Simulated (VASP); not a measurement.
Si2W, 3 atoms in the cell. The structure is tetragonal, space group I4/mmm (No. 139). Conventional cell: a = 3.146 Å, b = 3.146 Å, c = 7.719 Å, α = 90.00°, β = 90.00°, γ = 90.00°. Si (site symmetry 4mm) has 9 Si at 2.57 to 3.15 Å and 5 W at 2.57 Å within 3.4 Å. Within 3.4 Å of W (site symmetry 4/mmm) lie 10 Si at 2.57 Å and 4 W at 3.15 Å. 

```yaml
Program: VASP 6.6.1
Task: single point
Functional: LDA
Potentials_or_basis: VASP PAW LDA potentials, release 64 (Si, W_sv)
Cutoff: 520 eV
k_mesh: 11 × 11 × 14
Occupations: fermi-dirac, width 0.05 eV
Spin: no spin polarisation
Dipole_correction: no
Further_INCAR_settings: ALGO = Normal; EDIFF = 1e-07; NBANDS = 18; ISYM = 0
```

Potentials or basis: VASP PAW LDA potentials, release 64 (Si, W_sv).

The run is started by

```console
$ cat potpaw_LDA.64/Si/POTCAR potpaw_LDA.64/W_sv/POTCAR > POTCAR
$ mpirun -np 1 vasp_std > vasp.out
```

Hardware: 1 thread of Intel(R) Xeon(R) Platinum 8259CL CPU @ 2.50GHz (Skylake/Cascade Lake), with other jobs on the host.

Task: Estimate the wall time of this run.

Result: Run time: 10 min on 1 thread of Intel(R) Xeon(R) Platinum 8259CL CPU @ 2.50GHz (Skylake/Cascade Lake), on a shared host, peak memory 0.62 GiB. Counts: scf iterations 14, k points 848.
